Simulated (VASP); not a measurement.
A run of VASP 6.6.1:

The input INCAR:

```
PREC = Accurate ; ENCUT = 520
EDIFF = 1E-6 ; ISMEAR = 0
SIGMA = 0.1 ; LREAL = False
LASPH = True ; NELM = 60
ALGO = Normal ; ISIF = 2
LWAVE = False ; LCHARG = False
GGA = PE ; NBANDS = 16
```

The input KPOINTS:

```
Automatic mesh
0
Gamma
  6 6 6
```

POSCAR

```
ReP2
1.0
    4.3777813418      0.0000000000      0.0000000000
   -2.1888906709      3.7912698542      0.0000000000
    0.0000000000      0.0000000000      2.6058348899
Re P
1 2
Direct
    0.0000000000      0.0000000000      0.5000000000
    0.3333333333      0.6666666667      0.5000000000
    0.6666666667      0.3333333333      0.5000000000
```

Potentials or basis: VASP PAW PBE potentials, release 64 (Re, P).

Launch:

```sh
$ cat potpaw_PBE.64/Re/POTCAR potpaw_PBE.64/P/POTCAR > POTCAR
$ mpirun -np 1 vasp_std > vasp.out
```

Hardware: 1 thread of Intel(R) Xeon(R) 6975P-C (Granite Rapids) (shared host).

Q: Estimate the wall time of this run.

A: Wall time 10 s on 1 thread of Intel(R) Xeon(R) 6975P-C (Granite Rapids), with other jobs on the host, peak memory 0.17 GiB. Counts: scf iterations 13, k points 28.
